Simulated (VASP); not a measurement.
# LaCuTe2 (R-3m) in VASP: a series of runs

The runs below take LaCuTe2 through single point, with PBE.

Program: VASP 6.6.1. These are calculated values, not measurements. Logs are shortened: lines on timing, memory, paths and dates and some standing lists are left out, and cuts for length are marked.

## 1. The cell of the first run

The structure is trigonal, space group R-3m (No. 166). The conventional cell has a = 4.394 Å, b = 4.394 Å, c = 19.743 Å, α = 90.00°, β = 90.00°, γ = 120.00°. Within 3.8 Å of Cu (site symmetry -3m) lie 6 Te at 2.91 Å. Within 4.1 Å of La (site symmetry -3m) lie 6 Te at 3.15 Å. Within 3.8 Å of Te (site symmetry 3m) lie 3 Cu at 2.91 Å and 3 La at 3.15 Å.

## 2. Single point, PBE (volume changed by -6%)

The input, INCAR:

```
SYSTEM = LaCuTe2
PREC     = Accurate       ! precision mode
ENCUT    = 520            ! plane-wave cutoff, eV
EDIFF    = 1E-7           ! SCF threshold, eV
ISMEAR   = 0              ! smearing method
SIGMA    = 0.01           ! smearing width, eV
LREAL    = .FALSE.        ! projectors in reciprocal space
LASPH    = .TRUE.         ! aspherical terms in the spheres
NELM     = 60             ! most SCF steps
ALGO     = Normal         ! electronic algorithm
ISIF     = 2              ! what is computed and relaxed
LWAVE    = .FALSE.        ! write WAVECAR
LCHARG   = .FALSE.        ! write CHGCAR
GGA      = PE             ! functional
NBANDS   = 25             ! bands
```

The input, KPOINTS:

```
regular mesh
0
G
  6 6 6
  0 0 0
```

The input, POSCAR:

```
LaCuTe2
1.0
    2.1970530368      1.2684691622      6.5810044989
   -2.1970530368      1.2684691622      6.5810044989
    0.0000000000     -2.5369383244      6.5810044989
Cu La Te
1 1 2
Direct
    1.0000000000      0.0000000000      0.0000000000
    0.5000000000      0.5000000000      0.5000000000
    0.2613436614      0.2613436614      0.2613436614
    0.7386563386      0.7386563386      0.7386563386
```

Potentials or basis: VASP PAW PBE potentials, release 64 (Cu, La, Te).

On the command line:

```console
cat potpaw_PBE.64/Cu/POTCAR potpaw_PBE.64/La/POTCAR potpaw_PBE.64/Te/POTCAR > POTCAR
mpirun -np 1 vasp_std > vasp.out
```

OUTCAR:

```text
SYSTEM = LaCuTe2
   PREC = Accurate
   ENCUT = 520
   EDIFF = 1E-7
   ISMEAR = 0
   LREAL = .FALSE.
   LASPH = .TRUE.
   NELM = 60
   ISIF = 2
   GGA = PE

 ion  position               nearest neighbor table
   1  0.000  0.000  0.000-   4 2.91   3 2.91   4 2.91   4 2.91   3 2.91   3 2.91
   2  0.500  0.500  0.500-   3 3.15   4 3.15   3 3.15   3 3.15   4 3.15   4 3.15
   3  0.261  0.261  0.261-   1 2.91   1 2.91   1 2.91   2 3.15   2 3.15   2 3.15
   4  0.739  0.739  0.739-   1 2.91   1 2.91   1 2.91   2 3.15   2 3.15   2 3.15

  LATTYP: Found a trigonal (rhomboedric) cell.
 ALAT       =     7.0530614825
 COS(alpha) =     0.8059311921

  Lattice vectors:

 A1 = (   2.1970530368,   1.2684691622,   6.5810044989)
 A2 = (  -2.1970530368,   1.2684691622,   6.5810044989)
 A3 = (   0.0000000000,  -2.5369383244,   6.5810044989)

Analysis of symmetry for initial positions (statically):
=====================================================================
 Subroutine PRICEL returns:
 Original cell was already a primitive cell.

 Routine SETGRP: Setting up the symmetry group for a
 trigonal (rhombohedral) supercell.

 Subroutine GETGRP returns: Found 12 space group operations
 (whereof 12 operations were pure point group operations)
 out of a pool of 12 trial point group operations.

The static configuration has the point symmetry D_3d.

Analysis of symmetry for dynamics (positions and initial velocities):
=====================================================================
 Subroutine PRICEL returns:
 Original cell was already a primitive cell.

 Routine SETGRP: Setting up the symmetry group for a
 trigonal (rhombohedral) supercell.

 Subroutine GETGRP returns: Found 12 space group operations
 (whereof 12 operations were pure point group operations)
 out of a pool of 12 trial point group operations.

The dynamic configuration has the point symmetry D_3d.

 Subroutine INISYM returns: Found 12 space group operations
 (whereof 12 operations are pure point group operations),
 and found     1 'primitive' translations

----------------------------------------------------------------------------------------

                                     Primitive cell

  volume of cell :     110.0434

  direct lattice vectors                    reciprocal lattice vectors
     2.197053037  1.268469162  6.581004499     0.227577574  0.131391974  0.050650829
    -2.197053037  1.268469162  6.581004499    -0.227577574  0.131391974  0.050650829
     0.000000000 -2.536938324  6.581004499     0.000000000 -0.262783947  0.050650829

  length of vectors
     7.053061483  7.053061483  7.053061483     0.267620831  0.267620831  0.267620831

  position of ions in fractional coordinates (direct lattice)
     0.000000000  0.000000000  0.000000000
     0.500000000  0.500000000  0.500000000
     0.261343661  0.261343661  0.261343661
     0.738656339  0.738656339  0.738656339

  ion indices of the primitive-cell ions
   primitive index   ion index
                 1           1
                 2           2
                 3           3
                 4           4

----------------------------------------------------------------------------------------

 KPOINTS: regular mesh

Automatic generation of k-mesh.
 Grid dimensions read from file:
 generate k-points for:    6    6    6

 Generating k-lattice:

  Cartesian coordinates                     Fractional coordinates (reciprocal lattice)
     0.037929596  0.021898662  0.008441805     0.166666667  0.000000000  0.000000000
    -0.037929596  0.021898662  0.008441805     0.000000000  0.166666667  0.000000000
     0.000000000 -0.043797325  0.008441805     0.000000000  0.000000000  0.166666667

  Length of vectors
     0.044603472  0.044603472  0.044603472

  Shift w.r.t. Gamma in fractional coordinates (k-lattice)
     0.000000000  0.000000000  0.000000000

 Subroutine IBZKPT returns following result:
 ===========================================

 Found     32 irreducible k-points:

 Following reciprocal coordinates:
            Coordinates               Weight
  0.000000  0.000000  0.000000      1.000000
  0.166667 -0.000000 -0.000000      6.000000
  0.333333  0.000000  0.000000      6.000000
  0.500000  0.000000 -0.000000      3.000000
  0.166667  0.166667 -0.000000      6.000000
  0.333333  0.166667 -0.000000     12.000000
[... 16 lines left out ...]
  0.500000  0.500000  0.166667      6.000000
 -0.333333  0.500000  0.166667     12.000000
 [... further k-points ...]
   k-points           NKPTS =     32   k-points in BZ     NKDIM =     32   number of bands    NBANDS=     25
   number of dos      NEDOS =    301   number of ions     NIONS =      4
   total plane-waves  NPLWV = 157464
   dimension x,y,z NGX =    54 NGY =   54 NGZ =   54
   dimension x,y,z NGXF=   108 NGYF=  108 NGZF=  108
   ions per type =               1   1   2
   NGX,Y,Z   is equivalent  to a cutoff of  12.73, 12.73, 12.73 a.u.
   NGXF,Y,Z  is equivalent  to a cutoff of  25.46, 25.46, 25.46 a.u.
 SYSTEM =  LaCuTe2
   PREC   = accura    normal or accurate (medium, high low for compatibility)
   ISTART =      0    job   : 0-new  1-cont  2-samecut
   ICHARG =      2    charge: 1-file 2-atom 10-const
   ISPIN  =      1    spin polarized calculation?
   LNONCOLLINEAR =      F non collinear calculations
   LSORBIT =      F    spin-orbit coupling
   LASPH  =      T    aspherical Exc in radial PAW
   ENCUT  =  520.0 eV  38.22 Ry    6.18 a.u.  13.11 13.11 13.11*2*pi/ulx,y,z
   NELM   =     60;   NELMIN=  2; NELMDL= -5     # of ELM steps
   EDIFF  = 0.1E-06   stopping-criterion for ELM
   LREAL  =      F    real-space projection
   EDIFFG = 0.1E-05   stopping-criterion for IOM
   NSW    =      0    number of steps for IOM
   IBRION =     -1    ionic relax: 0-MD 1-quasi-New 2-CG
   NFREE  =      0    steps in history (QN), initial steepest desc. (CG)
   ISIF   =      2    stress and relaxation
   ISYM   =      2    0-nonsym 1-usesym 2-fastsym
   POTIM  = 0.5000    time-step for ionic-motion
   TEBEG  =    0.0;   TEEND  =   0.0 temperature during run
   PSTRESS=    0.0 pullay stress
   NELECT =      34.0000    total number of electrons
   NUPDOWN=      -1.0000    fix difference up-down
   EMIN   =  10.00;   EMAX   =-10.00  energy-range for DOS
   EFERMI =   0.00;   METHOD = LEGACY
   ISMEAR =     0;   SIGMA  =   0.01  broadening in eV -4-tet -1-fermi 0-gaus
   EFERMI_NEDOS =   21; number of points for ismear=-14 and -15
   IALGO  =     38    algorithm
   IMIX   =      4    mixing-type and parameters
     AMIX     =   0.40;   BMIX     =  1.00
     AMIX_MAG =   1.60;   BMIX_MAG =  1.00
  volume/ion in A,a.u.               =      27.51       185.65
  Fermi-wavevector in a.u.,A,eV,Ry     =   1.106742  2.091440 16.665484  1.224878
  Thomas-Fermi vector in A             =   2.243247
   LORBIT       =      0    0 simple, 1 ext, 2 COOP (PROOUT), +10 PAW based schemes
   GGA     = PE    functional components
   LHFCALC =     F    Hartree Fock is set to
   AEXX    =    0.0000 exact exchange contribution
   IVDW    =     0    specifies the selected vdW correction
   LEPSILON=     F    determine dielectric tensor
   LRPA    =     F    only Hartree local field effects (RPA)
 non-spin polarized calculation
 Gauss-broadening in eV      SIGMA  =   0.01
  energy-cutoff  :      520.00
  volume of cell :      110.04
 maximum number of plane-waves:      2977
 NGX is ok and might be reduce to    54
   NGX = 27   NGY = 27   NGZ = 27

 number of electron      34.0000001 magnetization

 Free energy of the ion-electron system (eV)
  ---------------------------------------------------
  ext. energy  EPLUGINS =         0.00000000
  ---------------------------------------------------
  free energy    TOTEN  =       -17.97441039 eV

  energy without entropy =      -17.97441039  energy(sigma->0) =      -17.97441039

 E-fermi :   7.1467     XC(G=0):  -9.8592

 val. band max:        7.0518439890   @ k =   0.1667   0.1667  -0.0000
 cond. band min:       7.7117440912   @ k =   0.5000   0.5000  -0.0000
 fundamental gap:      0.6599001022
 Fermi energy:         7.1467137069

 k-point     1 :       0.0000    0.0000    0.0000
  band No.  band energies     occupation
      1     -25.5391      2.00000
      2      -9.5644      2.00000
      3      -9.1975      2.00000
      4      -9.1975      2.00000
      5      -4.5864      2.00000
      6      -2.8906      2.00000
[... 17 lines left out ...]
     24       9.4671      0.00000
     25       9.5480      0.00000

 k-point     2 :       0.1667   -0.0000   -0.0000
  band No.  band energies     occupation
      1     -25.5332      2.00000
      2      -9.5258      2.00000
      3      -9.3143      2.00000
      4      -9.2175      2.00000
      5      -4.3436      2.00000
      6      -3.0086      2.00000
[... 17 lines left out ...]
     24       9.3956      0.00000
     25       9.4624      0.00000

 k-point     3 :       0.3333    0.0000    0.0000
  band No.  band energies     occupation
      1     -25.5212      2.00000
      2      -9.5378      2.00000
      3      -9.4357      2.00000
      4      -9.2570      2.00000
      5      -3.9038      2.00000
      6      -3.1247      2.00000
[... 17 lines left out ...]
     24       9.4584      0.00000
     25       9.6633      0.00000

 k-point     4 :       0.5000    0.0000   -0.0000
  band No.  band energies     occupation
      1     -25.5152      2.00000
      2      -9.6349      2.00000
      3      -9.3956      2.00000
      4      -9.2765      2.00000
      5      -3.7812      2.00000
      6      -3.0391      2.00000
[... 17 lines left out ...]
     24       9.4928      0.00000
     25       9.7492      0.00000
[... 477 lines left out ...]
 k-point    22 :      -0.1667    0.3333    0.1667
  band No.  band energies     occupation
      1     -25.5152      2.00000
      2      -9.5771      2.00000
      3      -9.4022      2.00000
      4      -9.3372      2.00000
      5      -3.4976      2.00000
      6      -3.3505      2.00000
[... 17 lines left out ...]
     24       9.4271      0.00000
     25       9.4882      0.00000

 k-point    23 :       0.5000    0.5000    0.1667
  band No.  band energies     occupation
      1     -25.5212      2.00000
      2      -9.5409      2.00000
      3      -9.4399      2.00000
      4      -9.2575      2.00000
      5      -3.7342      2.00000
      6      -3.2803      2.00000
[... 17 lines left out ...]
     24       9.4624      0.00000
     25       9.5856      0.00000

 k-point    24 :      -0.3333    0.5000    0.1667
  band No.  band energies     occupation
      1     -25.5152      2.00000
      2      -9.5763      2.00000
      3      -9.4065      2.00000
      4      -9.3368      2.00000
      5      -3.6123      2.00000
      6      -3.1920      2.00000
[... 17 lines left out ...]
     24       9.4455      0.00000
     25       9.5195      0.00000

 [... further k-points ...]

------------------------ aborting loop because EDIFF is reached ----------------------------------------

  FORCE on cell =-STRESS in cart. coord.  units (eV):
  Direction    XX          YY          ZZ          XY          YZ          ZX
  --------------------------------------------------------------------------------------
  -------------------------------------------------------------------------------------
  Total        2.5216755      2.5216755      2.3372467      0.0000000      0.0000000     -0.0000000
  in kB       36.7143541     36.7143541     34.0291617      0.0000000      0.0000000     -0.0000000
  external PRESSURE =      35.8192899 kB  Pullay stress =       0.0000000 kB

 VOLUME and BASIS-vectors are now :
 -----------------------------------------------------------------------------
  energy-cutoff  :      520.00
  volume of cell :      110.04
      direct lattice vectors                 reciprocal lattice vectors
     2.197053037  1.268469162  6.581004499     0.227577574  0.131391974  0.050650829
    -2.197053037  1.268469162  6.581004499    -0.227577574  0.131391974  0.050650829
     0.000000000 -2.536938324  6.581004499     0.000000000 -0.262783947  0.050650829

 POSITION                                       TOTAL-FORCE (eV/Angst)
 -----------------------------------------------------------------------------------
      0.00000      0.00000      0.00000         0.000000     -0.000000     -0.000000
      0.00000      0.00000      9.87151        -0.000000     -0.000000     -0.000000
      0.00000      0.00000      5.15971         0.000000     -0.000000      0.175788
      0.00000      0.00000     14.58330         0.000000      0.000000     -0.175788
 -----------------------------------------------------------------------------------
    total drift:                                0.000000      0.000000      0.000000

  FREE ENERGIE OF THE ION-ELECTRON SYSTEM (eV)
  ---------------------------------------------------
  free  energy   TOTEN  =       -17.9744103879 eV

  energy  without entropy=      -17.9744103879  energy(sigma->0) =      -17.97441039
```

Wall time 5.1 min (1 thread of Intel Xeon 6975P-C (Granite Rapids), shared host); peak memory 0.47 GiB.

What came out:

* Free energy: -17.9744 eV
* Pressure: 3.6 GPa
* Largest force: 0.176 eV/Å
* Band gap on the k mesh: 0.66 eV, indirect (least direct gap 1.19 eV)

Forces on the atoms (eV/Å):
```
Cu   0.000  0.000  0.000
La   0.000  0.000  0.000
Te   0.000  0.000  0.176
Te   0.000  0.000 -0.176
```

Caveat: spin-orbit coupling is left out, which moves the levels of the heavy elements.

## 3. Single point, PBE (volume changed by -3%)

The input, INCAR:

```
  ALGO = Normal
  EDIFF = 1E-6
  ENCUT = 520
  GGA = PE
  ISIF = 2
  ISMEAR = 0
  LASPH = T
  LCHARG = F
  LREAL = F
  LWAVE = F
  NBANDS = 25
  NELM = 80
  PREC = Accurate
  SIGMA = 0.01
```

The input, KPOINTS:

```
k-points
0
Gamma
  6 6 6
```

The input, POSCAR:

```
LaCuTe2
1.0
    2.2201816105      1.2818224505      6.6502833216
   -2.2201816105      1.2818224505      6.6502833216
    0.0000000000     -2.5636449010      6.6502833216
Cu La Te
1 1 2
Direct
    1.0000000000      0.0000000000      0.0000000000
    0.5000000000      0.5000000000      0.5000000000
    0.2613436614      0.2613436614      0.2613436614
    0.7386563386      0.7386563386      0.7386563386
```

Potentials or basis: VASP PAW PBE potentials, release 64 (Cu, La, Te).

On the command line:

```console
cat potpaw_PBE.64/Cu/POTCAR potpaw_PBE.64/La/POTCAR potpaw_PBE.64/Te/POTCAR > POTCAR
mpirun -np 1 vasp_std > vasp.out
```

It took 3.7 min on 1 thread of Intel Xeon 6975P-C (Granite Rapids), shared host; peak memory 0.47 GiB.

It converged, with:

```yaml
Free_energy: -18.0313 eV
Pressure: 1.6 GPa
Largest_force: 0.080 eV/Å
Band_gap_on_the_k_mesh: 0.73 eV, indirect (least direct gap 1.23 eV)
```

Forces on the atoms (eV/Å):
```
Cu   0.000  0.000  0.000
La   0.000  0.000  0.000
Te   0.000  0.000  0.080
Te   0.000  0.000 -0.080
```

Stress tensor (GPa, compression positive):
```
1.67 0.00 0.00
0.00 1.67 0.00
0.00 0.00 1.54
```

Levels at points of the mesh, in eV from the valence-band top:
```tsv
k point	band 13	band 14	band 15	band 16	band 17	band 18	band 19	band 20	band 21	band 22
(0.00, 0.00, 0.00)	-0.92	-0.92	-0.79	-0.79	-0.16	1.71	1.91	1.91	1.93	2.18
(0.50, 0.00, 0.00)	-1.59	-1.59	-1.57	-0.30	-0.05	1.39	2.09	2.10	2.16	2.17
(0.50, 0.50, 0.00)	-1.60	-1.57	-1.30	-0.73	-0.50	0.73	1.58	1.95	2.08	2.21
(0.50, 0.50, 0.50)	-1.66	-1.66	-1.47	-0.06	-0.06	1.49	1.83	1.83	1.97	2.21
```

Caveat: spin-orbit coupling is left out, which moves the levels of the heavy elements. A k mesh can miss the band edges.

[end of part 1 of 2]
